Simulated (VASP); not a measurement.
Wanted: the native input for a VASP 6.6.1 run.

```
Task                   : single point
Functional             : PBE
Potentials or basis    : VASP PAW PBE potentials, release 64 (Mo_sv, S)
Cutoff                 : 520 eV
k mesh                 : 12 × 12 × 12
Occupations            : fermi-dirac, width 0.05 eV
Spin                   : no spin polarisation
Dipole correction      : no
Further INCAR settings : ALGO = Normal; EDIFF = 1e-07; NBANDS = 20
```

The structure of MoS2 lies in POSCAR:

```
MoS2
1.0
    1.5410930129      0.8897504658      5.7537924392
   -1.5410930129      0.8897504658      5.7537924392
    0.0000000000     -1.7795009317      5.7537924392
Mo S
1 2
Direct
    0.0000000000      0.0000000000      0.0000000000
    0.7601331523      0.7601331523      0.7601331523
    0.2398668477      0.2398668477      0.2398668477
```

The input as run:

INCAR

```
ALGO     = Normal         # electronic algorithm
EDIFF    = 1E-7           # SCF threshold, eV
ENCUT    = 520            # plane-wave cutoff, eV
GGA      = PE             # functional
ISIF     = 2              # what is computed and relaxed
ISMEAR   = -1             # smearing method
LASPH    = T              # aspherical terms in the spheres
LCHARG   = T              # write CHGCAR
LELF     = T              # ELF
LREAL    = F              # projectors in reciprocal space
LVHAR    = T            
LWAVE    = F              # write WAVECAR
NBANDS   = 20             # bands
NELM     = 80             # most SCF steps
PREC     = Accurate       # precision mode
SIGMA    = 0.05           # smearing width, eV
```

KPOINTS

```
k-points
0
Gamma
  12 12 12
```

Potentials or basis: VASP PAW PBE potentials, release 64 (Mo_sv, S).

Launch:

```bash
$ cat potpaw_PBE.64/Mo_sv/POTCAR potpaw_PBE.64/S/POTCAR > POTCAR
$ mpirun -np 1 vasp_std > vasp.out
```

It gave:

The pressure is 9.9 GPa. The largest force is 0.014 eV/Å and the band gap on the k mesh is zero (bands 13 and 14 overlap by 0.44 eV).

Caveat: the cell stands under pressure.

Wall time 4.1 min on 1 thread of Intel(R) Xeon(R) 6975P-C (Granite Rapids), with other jobs on the host, peak memory 0.41 GiB.
